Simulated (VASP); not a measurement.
Set up this calculation in VASP 6.6.1, as the native input.

| Quantity | Value |
| --- | --- |
| Task | single point |
| Functional | PBEsol |
| Potentials or basis | VASP PAW PBE potentials, release 64 (Al, V_sv, C) |
| Cutoff | 600 eV |
| k mesh | 12 × 12 × 4 |
| Occupations | gaussian, width 0.1 eV |
| Spin | no spin polarisation |
| Dipole correction | no |
| Further INCAR settings | ALGO = Normal; EDIFF = 1e-06; NBANDS = 43 |

The structure of AlV2C lies in POSCAR:

```
AlV2C
1.0
    2.8773591266      0.0000000000      0.0000000000
   -1.4386795633      2.4918660994      0.0000000000
    0.0000000000      0.0000000000     13.0204774048
Al V C
2 4 2
Direct
    0.3333333333      0.6666666667      0.2500000000
    0.6666666667      0.3333333333      0.7500000000
    0.3333333333      0.6666666667      0.5854154132
    0.6666666667      0.3333333333      0.4145845868
    0.6666666667      0.3333333333      0.0854154132
    0.3333333333      0.6666666667      0.9145845868
    0.0000000000      0.0000000000      0.0000000000
    0.0000000000      0.0000000000      0.5000000000
```

The input as run:

INCAR

```
SYSTEM = AlV2C
PREC = Accurate ; ENCUT = 600
EDIFF = 1E-6 ; ISMEAR = 0
SIGMA = 0.1 ; LREAL = .FALSE.
LASPH = .TRUE. ; NELM = 120
ALGO = Normal ; ISIF = 2
LWAVE = .FALSE. ; LCHARG = .FALSE.
GGA = PS ; NBANDS = 43
GGA_COMPAT = .FALSE.
```

KPOINTS

```
Automatic mesh
0
G
  12 12 4
  0 0 0
```

Potentials or basis: VASP PAW PBE potentials, release 64 (Al, V_sv, C).

Run with:

```bash
$ cat potpaw_PBE.64/Al/POTCAR potpaw_PBE.64/V_sv/POTCAR potpaw_PBE.64/C/POTCAR > POTCAR
$ mpirun -np 1 vasp_std > vasp.out
```

Results of the run:

```json
{
  "Pressure": "0.3 GPa",
  "Largest force": "0.032 eV/Å",
  "Band gap on the k mesh": "zero (bands 33 and 34 overlap by 1.71 eV)"
}
```

Caveat: the PAW data sets were made with another functional, which shifts forces and pressure a little.

Wall time 3.3 min on 1 thread of Oxide Virtual Turin-like Processor, on a shared host, peak memory 0.35 GiB.
